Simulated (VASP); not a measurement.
# Pt (Im-3m) in VASP: a series of runs

The runs below take Pt through relaxation of cell and atoms, single point, with PBE, PBEsol.

Everything below comes from runs of VASP 6.6.1. Logs are shortened: lines on timing, memory, paths and dates and some standing lists are left out, and cuts for length are marked.

### Step 1. The cell of the first run

It takes space group Im-3m (No. 229, cubic). Conventional cell: a = 3.168 Å, b = 3.168 Å, c = 3.168 Å, α = 90.00°, β = 90.00°, γ = 90.00°. Within 3.6 Å of Pt (site symmetry m-3m) lie 14 Pt at 2.74 to 3.17 Å.

### Step 2. Relaxation of cell and atoms, PBE

Contents of INCAR:

```
  PREC = Accurate
  ENCUT = 600
  EDIFF = 1E-6
  ISMEAR = -1
  SIGMA = 0.05
  LREAL = F
  LASPH = T
  NELM = 80
  ALGO = Normal
  ISIF = 3
  LWAVE = F
  LCHARG = F
  GGA = PE
  IBRION = 2
  NSW = 60
  EDIFFG = -0.01
```

Contents of KPOINTS:

```
Automatic mesh
0
Gamma
  12 12 12
```

Contents of POSCAR:

```
Pt
1.0
   -1.5842200000      1.5842200000      1.5842200000
    1.5842200000     -1.5842200000      1.5842200000
    1.5842200000      1.5842200000     -1.5842200000
Pt
1
Direct
    0.0000000000      0.0000000000      0.0000000000
```

Potentials or basis: VASP PAW PBE potentials, release 64 (Pt).

Launch:

```sh
> cat potpaw_PBE.64/Pt/POTCAR > POTCAR
> mpirun -np 1 vasp_std > vasp.out
```

OUTCAR:

```text
PREC = Accurate
   ENCUT = 600
   EDIFF = 1E-6
   ISMEAR = -1
   LREAL = F
   LASPH = T
   NELM = 80
   ISIF = 3
   GGA = PE
   IBRION = 2
   NSW = 60
   EDIFFG = -0.01

 ion  position               nearest neighbor table
   1  0.000  0.000  0.000-

  LATTYP: Found a body centered cubic cell.
 ALAT       =     3.1684400000

  Lattice vectors:

 A1 = (  -1.5842200000,   1.5842200000,   1.5842200000)
 A2 = (   1.5842200000,  -1.5842200000,   1.5842200000)
 A3 = (   1.5842200000,   1.5842200000,  -1.5842200000)

Analysis of symmetry for initial positions (statically):
=====================================================================
 Subroutine PRICEL returns:
 Original cell was already a primitive cell.

 Routine SETGRP: Setting up the symmetry group for a
 body centered cubic supercell.

 Subroutine GETGRP returns: Found 48 space group operations
[... 9 lines left out ...]

 Routine SETGRP: Setting up the symmetry group for a
 body centered cubic supercell.

 Subroutine GETGRP returns: Found 48 space group operations
[... 11 lines left out ...]
                                     Primitive cell

  volume of cell :      15.9040

  direct lattice vectors                    reciprocal lattice vectors
    -1.584220000  1.584220000  1.584220000     0.000000000  0.315612731  0.315612731
     1.584220000 -1.584220000  1.584220000     0.315612731  0.000000000  0.315612731
     1.584220000  1.584220000 -1.584220000     0.315612731  0.315612731  0.000000000

  length of vectors
     2.743949530  2.743949530  2.743949530     0.446343804  0.446343804  0.446343804

  position of ions in fractional coordinates (direct lattice)
     0.000000000  0.000000000  0.000000000

  ion indices of the primitive-cell ions
   primitive index   ion index
                 1           1

----------------------------------------------------------------------------------------

 KPOINTS: Automatic mesh

Automatic generation of k-mesh.
 Grid dimensions read from file:
 generate k-points for:   12   12   12

 Generating k-lattice:

  Cartesian coordinates                     Fractional coordinates (reciprocal lattice)
     0.000000000  0.026301061  0.026301061     0.083333333  0.000000000  0.000000000
     0.026301061  0.000000000  0.026301061     0.000000000  0.083333333  0.000000000
     0.026301061  0.026301061  0.000000000     0.000000000  0.000000000  0.083333333

  Length of vectors
     0.037195317  0.037195317  0.037195317

  Shift w.r.t. Gamma in fractional coordinates (k-lattice)
     0.000000000  0.000000000  0.000000000

 Subroutine IBZKPT returns following result:
 ===========================================

 Found     72 irreducible k-points:

 Following reciprocal coordinates:
            Coordinates               Weight
  0.000000  0.000000  0.000000      1.000000
  0.083333  0.000000  0.000000     12.000000
  0.166667  0.000000  0.000000     12.000000
  0.250000  0.000000  0.000000     12.000000
  0.333333  0.000000  0.000000     12.000000
  0.416667  0.000000  0.000000     12.000000
[... 16 lines left out ...]
  0.333333  0.083333  0.083333     24.000000
  0.416667  0.083333  0.083333     12.000000
 [... further k-points ...]
   k-points           NKPTS =     72   k-points in BZ     NKDIM =     72   number of bands    NBANDS=      9
   number of dos      NEDOS =    301   number of ions     NIONS =      1
   total plane-waves  NPLWV =  13824
   dimension x,y,z NGX =    24 NGY =   24 NGZ =   24
   dimension x,y,z NGXF=    48 NGYF=   48 NGZF=   48
   ions per type =               1
   NGX,Y,Z   is equivalent  to a cutoff of  14.54, 14.54, 14.54 a.u.
   NGXF,Y,Z  is equivalent  to a cutoff of  29.08, 29.08, 29.08 a.u.
 SYSTEM =  unknown system
   PREC   = accura    normal or accurate (medium, high low for compatibility)
   ISTART =      0    job   : 0-new  1-cont  2-samecut
   ICHARG =      2    charge: 1-file 2-atom 10-const
   ISPIN  =      1    spin polarized calculation?
   LNONCOLLINEAR =      F non collinear calculations
   LSORBIT =      F    spin-orbit coupling
   LASPH  =      T    aspherical Exc in radial PAW
   ENCUT  =  600.0 eV  44.10 Ry    6.64 a.u.   5.48  5.48  5.48*2*pi/ulx,y,z
   NELM   =     80;   NELMIN=  2; NELMDL= -5     # of ELM steps
   EDIFF  = 0.1E-05   stopping-criterion for ELM
   LREAL  =      F    real-space projection
   EDIFFG = -.1E-01   stopping-criterion for IOM
   NSW    =     60    number of steps for IOM
   IBRION =      2    ionic relax: 0-MD 1-quasi-New 2-CG
   NFREE  =      1    steps in history (QN), initial steepest desc. (CG)
   ISIF   =      3    stress and relaxation
   ISYM   =      2    0-nonsym 1-usesym 2-fastsym
   POTIM  = 0.5000    time-step for ionic-motion
   TEBEG  =    0.0;   TEEND  =   0.0 temperature during run
   PSTRESS=    0.0 pullay stress
   NELECT =      10.0000    total number of electrons
   NUPDOWN=      -1.0000    fix difference up-down
   EMIN   =  10.00;   EMAX   =-10.00  energy-range for DOS
   EFERMI =   0.00;   METHOD = LEGACY
   ISMEAR =    -1;   SIGMA  =   0.05  broadening in eV -4-tet -1-fermi 0-gaus
   EFERMI_NEDOS =   21; number of points for ismear=-14 and -15
   IALGO  =     38    algorithm
   IMIX   =      4    mixing-type and parameters
     AMIX     =   0.40;   BMIX     =  1.00
     AMIX_MAG =   1.60;   BMIX_MAG =  1.00
  volume/ion in A,a.u.               =      15.90       107.33
  Fermi-wavevector in a.u.,A,eV,Ry     =   1.402510  2.650360 26.763132  1.967035
  Thomas-Fermi vector in A             =   2.525265
   LORBIT       =      0    0 simple, 1 ext, 2 COOP (PROOUT), +10 PAW based schemes
   GGA     = PE    functional components
   LHFCALC =     F    Hartree Fock is set to
   AEXX    =    0.0000 exact exchange contribution
   IVDW    =     0    specifies the selected vdW correction
   LEPSILON=     F    determine dielectric tensor
   LRPA    =     F    only Hartree local field effects (RPA)
 conjugate gradient relaxation of ions
 non-spin polarized calculation
  energy-cutoff  :      600.00
  volume of cell :       15.90
 maximum number of plane-waves:       555
 NGX is ok and might be reduce to    24
   NGX = 11   NGY = 11   NGZ = 11

--------------------------------------- Ionic step        1  -------------------------------------------

 number of electron      10.0000000 magnetization

 number of electron       9.9999999 magnetization

 Free energy of the ion-electron system (eV)
  ---------------------------------------------------
  ext. energy  EPLUGINS =         0.00000000
  ---------------------------------------------------
  free energy    TOTEN  =        -6.01931061 eV

  energy without entropy =       -6.01304602  energy(sigma->0) =       -6.01617831

------------------------ aborting loop because EDIFF is reached ----------------------------------------

  FORCE on cell =-STRESS in cart. coord.  units (eV):
  Direction    XX          YY          ZZ          XY          YZ          ZX
  --------------------------------------------------------------------------------------
  -------------------------------------------------------------------------------------
  Total       -0.1684026     -0.1684026     -0.1684026      0.0000000      0.0000000      0.0000000
  in kB      -16.9649601    -16.9649601    -16.9649601      0.0000000      0.0000000      0.0000000
  external PRESSURE =     -16.9649601 kB  Pullay stress =       0.0000000 kB

 VOLUME and BASIS-vectors are now :
 -----------------------------------------------------------------------------
  energy-cutoff  :      600.00
  volume of cell :       15.90
      direct lattice vectors                 reciprocal lattice vectors
    -1.584220000  1.584220000  1.584220000     0.000000000  0.315612731  0.315612731
     1.584220000 -1.584220000  1.584220000     0.315612731  0.000000000  0.315612731
     1.584220000  1.584220000 -1.584220000     0.315612731  0.315612731  0.000000000
[... 36 lines left out ...]
 POSITION                                       TOTAL-FORCE (eV/Angst)
 -----------------------------------------------------------------------------------
      1.57135      1.57135     -1.57135        -0.000000      0.000000     -0.000000
 -----------------------------------------------------------------------------------
    total drift:                                0.000000      0.000000     -0.000000

  FREE ENERGIE OF THE ION-ELECTRON SYSTEM (eV)
  ---------------------------------------------------
  free  energy   TOTEN  =        -6.0163233507 eV

  energy  without entropy=       -6.0104224106  energy(sigma->0) =       -6.01337288

--------------------------------------- Ionic step        3  -------------------------------------------

 number of electron       9.9999999 magnetization

 Free energy of the ion-electron system (eV)
  ---------------------------------------------------
  ext. energy  EPLUGINS =         0.00000000
  ---------------------------------------------------
  free energy    TOTEN  =        -6.01992710 eV

  energy without entropy =       -6.01377121  energy(sigma->0) =       -6.01684916

 E-fermi :  10.1375     XC(G=0): -13.2075

 val. band max:       10.0884781759   @ k =   0.5000   0.5000   0.4167
 cond. band min:      10.1756938468   @ k =  -0.4167  -0.4167   0.1667
 fundamental gap:      0.0872156709
 Fermi energy:        10.1374795001

 k-point     1 :       0.0000    0.0000    0.0000
  band No.  band energies     occupation
      1       0.7079      2.00000
      2       6.7286      2.00000
      3       6.7286      2.00000
      4       6.7286      2.00000
      5       9.2118      2.00000
      6       9.2118      2.00000
      7      27.3097      0.00000
      8      27.3097      0.00000
      9      27.3097      0.00000

 k-point     2 :       0.0833    0.0000    0.0000
  band No.  band energies     occupation
      1       0.9892      2.00000
      2       6.6193      2.00000
      3       6.7272      2.00000
      4       6.9538      2.00000
      5       9.0754      2.00000
      6       9.2195      2.00000
      7      27.4272      0.00000
      8      27.5082      0.00000
      9      27.7229      0.00000
[... 253 lines left out ...]
 k-point    24 :       0.4167    0.0833    0.0833
  band No.  band energies     occupation
      1       4.1186      2.00000
      2       5.3080      2.00000
      3       8.6109      2.00000
      4       9.1668      2.00000
      5       9.5492      1.99998
      6      13.5885      0.00000
      7      16.1566      0.00000
      8      23.3764      0.00000
      9      24.1470      0.00000

 [... further k-points ...]
[... 5 lines left out ...]
  --------------------------------------------------------------------------------------
  -------------------------------------------------------------------------------------
  Total        0.0002973      0.0002973      0.0002973      0.0000000     -0.0000000      0.0000000
  in kB        0.0301643      0.0301643      0.0301643      0.0000000     -0.0000000      0.0000000
  external PRESSURE =       0.0301643 kB  Pullay stress =       0.0000000 kB

 VOLUME and BASIS-vectors are now :
 -----------------------------------------------------------------------------
  energy-cutoff  :      600.00
  volume of cell :       15.79
      direct lattice vectors                 reciprocal lattice vectors
    -1.580422427  1.580422427  1.580422427     0.000000000  0.316371112  0.316371112
     1.580422427 -1.580422427  1.580422427     0.316371112  0.000000000  0.316371112
     1.580422427  1.580422427 -1.580422427     0.316371112  0.316371112  0.000000000

 POSITION                                       TOTAL-FORCE (eV/Angst)
 -----------------------------------------------------------------------------------
      0.00000     -0.00000      0.00000         0.000000     -0.000000     -0.000000
 -----------------------------------------------------------------------------------
    total drift:                                0.000000      0.000000     -0.000000

  FREE ENERGIE OF THE ION-ELECTRON SYSTEM (eV)
  ---------------------------------------------------
  free  energy   TOTEN  =        -6.0199270996 eV

  energy  without entropy=       -6.0137712109  energy(sigma->0) =       -6.01684916

 reached required accuracy - stopping structural energy minimisation
```

It took 27 s on 1 thread of Intel Xeon 8259CL, shared host; peak memory 0.15 GiB.

What came out:

```
Free energy                            : -6.0199 eV
Relaxed volume                         : 15.79 Å³/atom
Relaxed cell                           : a = 2.737 Å, b = 2.737 Å, c = 2.737 Å, α = 109.47°, β = 109.47°, γ = 109.47°
Space group after relaxing (to 0.05 Å) : Im-3m (No. 229)
Energy gained by relaxing              : 0.6 meV/atom
Ionic steps                            : 3
Pressure after relaxing                : 0.0 GPa
Band gap on the k mesh                 : zero (band 5 reaches 11.22 eV, above the bottom of band 6 at 9.06 eV)
```

The path:
```
step  energy change (eV)  largest force (eV/Å)  pressure (GPa)  volume (Å³)
   1              0.0000                0.0000           -1.70        15.90
   2              0.0030                0.0000            4.37        15.52
   3             -0.0006                0.0000            0.00        15.79
```

Final structure:
```xyz
1
Lattice="-1.5804 1.5804 1.5804 1.5804 -1.5804 1.5804 1.5804 1.5804 -1.5804" Properties=species:S:1:pos:R:3 pbc="T T T"
Pt    0.0000    0.0000    0.0000
```

Caveat: spin-orbit coupling is left out, which moves the levels of the heavy elements.

### Step 3. Single point, PBE, non-collinear spin, zero start, spin-orbit coupling

Contents of INCAR:

```
PREC     = Accurate       # precision mode
ENCUT    = 520            # plane-wave cutoff, eV
EDIFF    = 1E-7           # SCF threshold, eV
ISMEAR   = -1             # smearing method
SIGMA    = 0.05           # smearing width, eV
LREAL    = F              # projectors in reciprocal space
LASPH    = T              # aspherical terms in the spheres
NELM     = 150            # most SCF steps
ALGO     = Fast           # electronic algorithm
ISIF     = 2              # what is computed and relaxed
LWAVE    = F              # write WAVECAR
LCHARG   = T              # write CHGCAR
MAGMOM   = 0 0 0          # initial moments
LORBIT   = 11             # projections on sites
LSORBIT  = T              # spin-orbit coupling
GGA_COMPAT= F            
LORBMOM  = T            
LMAXMIX  = 4              # l up to which the mixer works
GGA      = PE             # functional
LVHAR    = T            
NBANDS   = 21             # bands
```

Contents of KPOINTS:

```
Automatic mesh
0
Gamma
  9 9 9
```

POSCAR is that of step 2.

Potentials or basis: VASP PAW PBE potentials, release 64 (Pt).

Launch:

```sh
> cat potpaw_PBE.64/Pt/POTCAR > POTCAR
> mpirun -np 1 vasp_ncl > vasp.out
```

Wall time 54 s (1 thread of Intel Xeon 8259CL, shared host); peak memory 0.16 GiB.

The run converged. Its results:

```
Free energy                                           : -6.3976 eV
Pressure                                              : -1.3 GPa
Net moment                                            : 0.00 μB per cell
Valence electrons inside the program's atomic spheres : Pt 9.18
```

Moments on the atoms (μB; x, y, z):
```
Pt  0.00 0.00 0.00
```

### Step 4. Single point, PBEsol

This run uses another cell than the first one, of 13.94 Å³/atom, 0.876 times its volume.

Contents of INCAR:

```
SYSTEM = Pt
ALGO = Normal ; EDIFF = 1E-6
ENCUT = 520 ; GGA = PS
ISIF = 2 ; ISMEAR = -1
LASPH = .True. ; LCHARG = .False.
LREAL = .False. ; LWAVE = .False.
NBANDS = 11 ; NELM = 60
PREC = Accurate ; SIGMA = 0.05
```

Contents of KPOINTS:

```
k-points
0
Gamma
  12 12 12
  0 0 0
```

Contents of POSCAR:

```
Pt
1.0
   -1.5159845391      1.5159845391      1.5159845391
    1.5159845391     -1.5159845391      1.5159845391
    1.5159845391      1.5159845391     -1.5159845391
Pt
1
Direct
    0.0000000000      0.0000000000      0.0000000000
```

Launch:

```sh
> cat potpaw_PBE.64/Pt/POTCAR > POTCAR
> mpirun -np 1 vasp_std > vasp.out
```

Run time: 7.1 s. Hardware: 1 thread of Intel Xeon 6975P-C, shared host; peak memory 0.13 GiB.

The run converged. Its results:

```
Free energy            : -6.7635 eV
Pressure               : 29.7 GPa
Band gap on the k mesh : zero (band 5 reaches 13.72 eV, above the bottom of band 6 at 11.00 eV)
```

Levels at points of the mesh, in eV from the Fermi level:
```
           k point  band 3  band 4  band 5  band 6  band 7  band 8
(0.00, 0.00, 0.00)   -4.12   -4.12   -1.11   -1.11   17.09   17.09
(0.50, 0.00, 0.00)   -1.30   -0.66   -0.09    1.47    7.54   13.30
(0.50, 0.50, 0.50)    0.80    0.80    0.80    8.01    8.01    8.01
```

Caveat: the PAW data sets were made with another functional, which shifts forces and pressure a little; spin-orbit coupling is left out, which moves the levels of the heavy elements.

### Step 5. Single point, PBEsol

This run uses another cell than the first one, of 14.94 Å³/atom, 0.939 times its volume.

Contents of INCAR:

```
PREC = Accurate ; ENCUT = 520
EDIFF = 1E-6 ; ISMEAR = -1
SIGMA = 0.05 ; LREAL = F
LASPH = T ; NELM = 60
ALGO = Fast ; ISIF = 2
LWAVE = F ; LCHARG = F
GGA = PS ; NBANDS = 11
```

Contents of KPOINTS:

```
regular mesh
0
Gamma
  12 12 12
```

Contents of POSCAR:

```
Pt
1.0
   -1.5513812471      1.5513812471      1.5513812471
    1.5513812471     -1.5513812471      1.5513812471
    1.5513812471      1.5513812471     -1.5513812471
Pt
1
Direct
    0.0000000000      0.0000000000      0.0000000000
```

Launch:

```sh
> cat potpaw_PBE.64/Pt/POTCAR > POTCAR
> mpirun -np 1 vasp_std > vasp.out
```

Run time: 8.4 s. Hardware: 1 thread of Intel Xeon 6975P-C, shared host; peak memory 0.13 GiB.

The run converged. Its results:

```yaml
Free_energy: -6.8659 eV
Pressure: 4.6 GPa
Band_gap_on_the_k_mesh: zero (band 5 reaches 12.20 eV, above the bottom of band 6 at 9.81 eV)
```

Levels at points of the mesh, in eV from the Fermi level:
| k point | band 3 | band 4 | band 5 | band 6 | band 7 | band 8 |
| --- | --- | --- | --- | --- | --- | --- |
| (0.00, 0.00, 0.00) | -3.72 | -3.72 | -0.99 | -0.99 | 17.14 | 17.14 |
| (0.50, 0.00, 0.00) | -1.18 | -0.62 | 0.10 | 1.27 | 6.84 | 13.31 |
| (0.50, 0.50, 0.50) | 0.68 | 0.68 | 0.68 | 7.82 | 7.82 | 7.82 |

Caveat: the PAW data sets were made with another functional, which shifts forces and pressure a little; spin-orbit coupling is left out, which moves the levels of the heavy elements.

### Step 6. The runs side by side

| task | level | spin | cell | k mesh | cutoff (eV) | gap on the mesh (eV) | pressure (GPa) |
| --- | --- | --- | --- | --- | --- | --- | --- |
| relaxation of cell and atoms | PBE | off | relaxed from a = 2.744 Å, angles 109.5°, 1 atom | 12 × 12 × 12 | 600 | none | 0.0 |
| single point | PBE | non-collinear, zero start, SOC | a = 2.744 Å, angles 109.5°, 1 atom | 9 × 9 × 9 | 520 | - | -1.3 |
| single point | PBEsol | off | a = 2.626 Å, angles 109.5°, 1 atom | 12 × 12 × 12 | 520 | none | 29.7 |
| single point | PBEsol | off | a = 2.687 Å, angles 109.5°, 1 atom | 12 × 12 × 12 | 520 | none | 4.6 |

Alike in all rows: potentials or basis VASP PAW PBE potentials, release 64 (Pt); smearing fermi-dirac 0.05 eV.

Caveats: spin-orbit coupling is left out, which moves the levels of the heavy elements (some runs); the PAW data sets were made with another functional, which shifts forces and pressure a little (some runs).

Absolute energies hang on the potentials; compare differences alone.
